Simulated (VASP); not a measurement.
# Ti6H in VASP: further runs

Runs on Ti6H. Level: PBE. Tasks: single point.

Program: VASP 6.6.1. These are calculated values, not measurements. Logs are shortened: lines on timing, memory, paths and dates and some standing lists are left out, and cuts for length are marked.

## (1) The cell of the first run

The cell holds a slab with vacuum, 7 atoms: a = 2.938 Å, b = 4.650 Å, c = 21.284 Å, α = 90.00°, β = 90.00°, γ = 90.00°.

## (2) Single point, PBE

The input, INCAR:

```
SYSTEM = Ti6H
  PREC = Accurate
  ENCUT = 520
  EDIFF = 1E-7
  ISMEAR = 0
  SIGMA = 0.1
  LREAL = .FALSE.
  LASPH = .TRUE.
  NELM = 100
  ALGO = Normal
  ISIF = 2
  LWAVE = .FALSE.
  LCHARG = .FALSE.
  LDIPOL = .TRUE.
  IDIPOL = 3
  DIPOL = 0.5 0.5 0.356
  GGA = PE
  NBANDS = 46
```

The input, KPOINTS:

```
Automatic mesh
0
G
  9 6 1
  0 0 0
```

The input, POSCAR:

```
Ti6H
1.0
    2.9381632085      0.0000000000      0.0000000000
    0.0000000000      4.6504654182      0.0000000000
    0.0000000000      0.0000000000     21.2842242132
Ti H
6 1
Direct
    0.0000000000      0.7500000000      0.1879326190
    0.5000000000      0.2500000000      0.2277825403
    0.5000000000      0.7500000000      0.3074823829
    0.0000000000      0.2500000000      0.3461291980
    0.0000000000      0.7496184064      0.4210704415
    0.5000000000      0.2760946650      0.4625765275
    0.5000000000      0.4166666667      0.5386763776
```

Potentials or basis: VASP PAW PBE potentials, release 64 (Ti_sv, H).

Command:

```console
$ cat potpaw_PBE.64/Ti_sv/POTCAR potpaw_PBE.64/H/POTCAR > POTCAR
$ mpirun -np 1 vasp_std > vasp.out
```

OUTCAR:

```text
SYSTEM = Ti6H
   PREC = Accurate
   ENCUT = 520
   EDIFF = 1E-7
   ISMEAR = 0
   LREAL = .FALSE.
   LASPH = .TRUE.
   NELM = 100
   ISIF = 2
   GGA = PE

 ion  position               nearest neighbor table
   1  0.000  0.750  0.188-   2 2.88   2 2.88   2 2.88   2 2.88
   2  0.500  0.250  0.228-   1 2.88   1 2.88   1 2.88   1 2.88   3 2.88   3 2.88   4 2.92   4 2.92

   3  0.500  0.750  0.307-   5 2.83   5 2.83   4 2.87   4 2.87   4 2.87   4 2.87   2 2.88   2 2.88

   4  0.000  0.250  0.346-   5 2.82   5 2.82   3 2.87   3 2.87   3 2.87   3 2.87   6 2.88   6 2.88
                             2 2.92   2 2.92
   5  0.000  0.750  0.421-   6 2.79   6 2.79   4 2.82   4 2.82   3 2.83   3 2.83
   6  0.500  0.276  0.463-   7 1.75   5 2.79   5 2.79   4 2.88   4 2.88
   7  0.500  0.417  0.539-   6 1.75

  LATTYP: Found a simple orthorhombic cell.
 ALAT       =     2.9381632085
 B/A-ratio  =     1.5827798145
 C/A-ratio  =     7.2440578357

  Lattice vectors:

 A1 = (   2.9381632085,   0.0000000000,   0.0000000000)
 A2 = (   0.0000000000,   4.6504654182,   0.0000000000)
 A3 = (   0.0000000000,   0.0000000000,  21.2842242132)

Analysis of symmetry for initial positions (statically):
=====================================================================
 Subroutine PRICEL returns:
 Original cell was already a primitive cell.

 Routine SETGRP: Setting up the symmetry group for a
 simple orthorhombic supercell.

 Subroutine GETGRP returns: Found  2 space group operations
 (whereof  2 operations were pure point group operations)
 out of a pool of  8 trial point group operations.

The static configuration has the point symmetry C_1h.

Analysis of symmetry for dynamics (positions and initial velocities):
=====================================================================
 Subroutine PRICEL returns:
 Original cell was already a primitive cell.

 Routine SETGRP: Setting up the symmetry group for a
 simple orthorhombic supercell.

 Subroutine GETGRP returns: Found  2 space group operations
 (whereof  2 operations were pure point group operations)
 out of a pool of  8 trial point group operations.

The dynamic configuration has the point symmetry C_1h.

 Subroutine INISYM returns: Found  2 space group operations
 (whereof  2 operations are pure point group operations),
 and found     1 'primitive' translations

----------------------------------------------------------------------------------------

                                     Primitive cell

  volume of cell :     290.8239

  direct lattice vectors                    reciprocal lattice vectors
     2.938163208  0.000000000  0.000000000     0.340348690  0.000000000  0.000000000
     0.000000000  4.650465418  0.000000000     0.000000000  0.215032241  0.000000000
     0.000000000  0.000000000 21.284224213     0.000000000  0.000000000  0.046983155

  length of vectors
     2.938163208  4.650465418 21.284224213     0.340348690  0.215032241  0.046983155

  position of ions in fractional coordinates (direct lattice)
     0.000000000  0.750000000  0.187932619
     0.500000000  0.250000000  0.227782540
     0.500000000  0.750000000  0.307482383
     0.000000000  0.250000000  0.346129198
     0.000000000  0.749618406  0.421070441
     0.500000000  0.276094665  0.462576527
     0.500000000  0.416666667  0.538676378

  ion indices of the primitive-cell ions
   primitive index   ion index
                 1           1
                 2           2
                 3           3
                 4           4
                 5           5
                 6           6
                 7           7

----------------------------------------------------------------------------------------

 KPOINTS: Automatic mesh

Automatic generation of k-mesh.
 Grid dimensions read from file:
 generate k-points for:    9    6    1

 Generating k-lattice:

  Cartesian coordinates                     Fractional coordinates (reciprocal lattice)
     0.037816521  0.000000000  0.000000000     0.111111111  0.000000000  0.000000000
     0.000000000  0.035838707  0.000000000     0.000000000  0.166666667  0.000000000
     0.000000000  0.000000000  0.046983155     0.000000000  0.000000000  1.000000000

  Length of vectors
     0.037816521  0.035838707  0.046983155

  Shift w.r.t. Gamma in fractional coordinates (k-lattice)
     0.000000000  0.000000000  0.000000000

 Subroutine IBZKPT returns following result:
 ===========================================

 Found     20 irreducible k-points:

 Following reciprocal coordinates:
            Coordinates               Weight
  0.000000  0.000000  0.000000      1.000000
  0.111111  0.000000  0.000000      2.000000
  0.222222  0.000000  0.000000      2.000000
  0.333333  0.000000  0.000000      2.000000
  0.444444  0.000000  0.000000      2.000000
  0.000000  0.166667  0.000000      2.000000
[... 12 lines left out ...]
  0.333333  0.500000  0.000000      2.000000
  0.444444  0.500000  0.000000      2.000000
   k-points           NKPTS =     20   k-points in BZ     NKDIM =     20   number of bands    NBANDS=     46
   number of dos      NEDOS =    301   number of ions     NIONS =      7
   total plane-waves  NPLWV = 138240
   dimension x,y,z NGX =    24 NGY =   36 NGZ =  160
   dimension x,y,z NGXF=    48 NGYF=   72 NGZF=  320
   ions per type =               6   1
   NGX,Y,Z   is equivalent  to a cutoff of  13.58, 12.87, 12.50 a.u.
   NGXF,Y,Z  is equivalent  to a cutoff of  27.16, 25.74, 24.99 a.u.
 SYSTEM =  Ti6H
   PREC   = accura    normal or accurate (medium, high low for compatibility)
   ISTART =      0    job   : 0-new  1-cont  2-samecut
   ICHARG =      2    charge: 1-file 2-atom 10-const
   ISPIN  =      1    spin polarized calculation?
   LNONCOLLINEAR =      F non collinear calculations
   LSORBIT =      F    spin-orbit coupling
   LASPH  =      T    aspherical Exc in radial PAW
   ENCUT  =  520.0 eV  38.22 Ry    6.18 a.u.   5.46  8.65 39.57*2*pi/ulx,y,z
   NELM   =    100;   NELMIN=  2; NELMDL= -5     # of ELM steps
   EDIFF  = 0.1E-06   stopping-criterion for ELM
   LREAL  =      F    real-space projection
   EDIFFG = 0.1E-05   stopping-criterion for IOM
   NSW    =      0    number of steps for IOM
   IBRION =     -1    ionic relax: 0-MD 1-quasi-New 2-CG
   NFREE  =      0    steps in history (QN), initial steepest desc. (CG)
   ISIF   =      2    stress and relaxation
   ISYM   =      2    0-nonsym 1-usesym 2-fastsym
   POTIM  = 0.5000    time-step for ionic-motion
   TEBEG  =    0.0;   TEEND  =   0.0 temperature during run
   PSTRESS=    0.0 pullay stress
   NELECT =      73.0000    total number of electrons
   NUPDOWN=      -1.0000    fix difference up-down
   EMIN   =  10.00;   EMAX   =-10.00  energy-range for DOS
   EFERMI =   0.00;   METHOD = LEGACY
   ISMEAR =     0;   SIGMA  =   0.10  broadening in eV -4-tet -1-fermi 0-gaus
   EFERMI_NEDOS =   21; number of points for ismear=-14 and -15
   IALGO  =     38    algorithm
   IMIX   =      4    mixing-type and parameters
     AMIX     =   0.40;   BMIX     =  1.00
     AMIX_MAG =   1.60;   BMIX_MAG =  1.00
  volume/ion in A,a.u.               =      41.55       280.37
  Fermi-wavevector in a.u.,A,eV,Ry     =   1.032696  1.951512 14.510077  1.066461
  Thomas-Fermi vector in A             =   2.166906
   LORBIT       =      0    0 simple, 1 ext, 2 COOP (PROOUT), +10 PAW based schemes
   GGA     = PE    functional components
   LHFCALC =     F    Hartree Fock is set to
   AEXX    =    0.0000 exact exchange contribution
   IVDW    =     0    specifies the selected vdW correction
   LEPSILON=     F    determine dielectric tensor
   LRPA    =     F    only Hartree local field effects (RPA)
 non-spin polarized calculation
 Gauss-broadening in eV      SIGMA  =   0.10
  energy-cutoff  :      520.00
  volume of cell :      290.82
 maximum number of plane-waves:      7881
 NGX is ok and might be reduce to    24
   NGX = 11   NGY = 17   NGZ = 79

 dipolmoment           0.000000      0.000000     -0.420451 electrons x Angstroem

 number of electron      73.0000010 magnetization

 dipolmoment           0.000000      0.000000      0.165937 electrons x Angstroem

 Free energy of the ion-electron system (eV)
  ---------------------------------------------------
  ext. energy  EPLUGINS =         0.00000000
  ---------------------------------------------------
  free energy    TOTEN  =       -46.72086229 eV

  energy without entropy =      -46.67307981  energy(sigma->0) =      -46.69697105

 E-fermi :   0.0297     XC(G=0):  -5.1689

 val. band max:        0.0282932990   @ k =   0.2222   0.1667   0.0000
 cond. band min:       0.0440456169   @ k =   0.3333   0.1667   0.0000
 fundamental gap:      0.0157523179
 Fermi energy:         0.0297352652

 k-point     1 :       0.0000    0.0000    0.0000
  band No.  band energies     occupation
      1     -57.0157      2.00000
      2     -56.8119      2.00000
      3     -56.7293      2.00000
      4     -56.6965      2.00000
      5     -56.6693      2.00000
      6     -56.5841      2.00000
[... 38 lines left out ...]
     45       1.2140      0.00000
     46       1.4389      0.00000

 k-point     2 :       0.1111    0.0000    0.0000
  band No.  band energies     occupation
      1     -57.0105      2.00000
      2     -56.8044      2.00000
      3     -56.7259      2.00000
      4     -56.6945      2.00000
      5     -56.6638      2.00000
      6     -56.5827      2.00000
[... 38 lines left out ...]
     45       1.2442      0.00000
     46       1.3065      0.00000

 k-point     3 :       0.2222    0.0000    0.0000
  band No.  band energies     occupation
      1     -56.9975      2.00000
      2     -56.7844      2.00000
      3     -56.7182      2.00000
      4     -56.6899      2.00000
      5     -56.6490      2.00000
      6     -56.5801      2.00000
[... 822 lines left out ...]
     45       1.3240      0.00000
     46       1.5960      0.00000

 k-point    20 :       0.4444    0.5000    0.0000
  band No.  band energies     occupation
      1     -56.9725      2.00000
      2     -56.7148      2.00000
      3     -56.7069      2.00000
      4     -56.7019      2.00000
      5     -56.6220      2.00000
      6     -56.5817      2.00000
[... 38 lines left out ...]
     45       1.5943      0.00000
     46       1.7267      0.00000

------------------------ aborting loop because EDIFF is reached ----------------------------------------

 vacuum level on the upper side and lower side of the slab       (xc-potential included)         1.063        -1.191

  FORCE on cell =-STRESS in cart. coord.  units (eV):
  Direction    XX          YY          ZZ          XY          YZ          ZX
  --------------------------------------------------------------------------------------
  -------------------------------------------------------------------------------------
  Total       -2.2475373     -1.6468047     -0.9484923      0.0000000      0.2402120      0.0000000
  in kB      -12.3819013     -9.0724071     -5.2253362      0.0000000      1.3233511      0.0000000
  external PRESSURE =      -8.8932149 kB  Pullay stress =       0.0000000 kB

 VOLUME and BASIS-vectors are now :
 -----------------------------------------------------------------------------
  energy-cutoff  :      520.00
  volume of cell :      290.82
      direct lattice vectors                 reciprocal lattice vectors
     2.938163208  0.000000000  0.000000000     0.340348690  0.000000000  0.000000000
     0.000000000  4.650465418  0.000000000     0.000000000  0.215032241  0.000000000
     0.000000000  0.000000000 21.284224213     0.000000000  0.000000000  0.046983155

 POSITION                                       TOTAL-FORCE (eV/Angst)
 -----------------------------------------------------------------------------------
      0.00000      3.48785      4.00000         0.000000      0.006343      0.269642
      1.46908      1.16262      4.84817         0.000000      0.028299      0.095866
      1.46908      3.48785      6.54452         0.000000     -0.038266     -0.362848
      0.00000      1.16262      7.36709         0.000000     -0.064789      0.020833
      0.00000      3.48607      8.96216         0.000000     -0.007345     -0.003572
      1.46908      1.28397      9.84558         0.000000     -0.002267     -0.015916
      1.46908      1.93769     11.46531         0.000000      0.078024     -0.004004
 -----------------------------------------------------------------------------------
    total drift:                                0.000000      0.000414      0.000081

  FREE ENERGIE OF THE ION-ELECTRON SYSTEM (eV)
  ---------------------------------------------------
  free  energy   TOTEN  =       -46.7208622942 eV

  energy  without entropy=      -46.6730798074  energy(sigma->0) =      -46.69697105

 vacuum level on the upper side and lower side of the slab         5.876         3.621
```

It took 6.2 min on 1 thread of AMD EPYC 9R45 (Zen 5), shared host; peak memory 0.42 GiB.

Results:

| Item | Value |
| --- | --- |
| Free energy | -46.7209 eV |
| Largest force | 0.365 eV/Å |

Forces on the atoms (eV/Å):
```
Ti   0.000  0.006  0.270
Ti   0.000  0.028  0.096
Ti   0.000 -0.038 -0.363
Ti   0.000 -0.065  0.021
Ti   0.000 -0.007 -0.004
Ti   0.000 -0.002 -0.016
H    0.000  0.078 -0.004
```

[end of part 1 of 2]
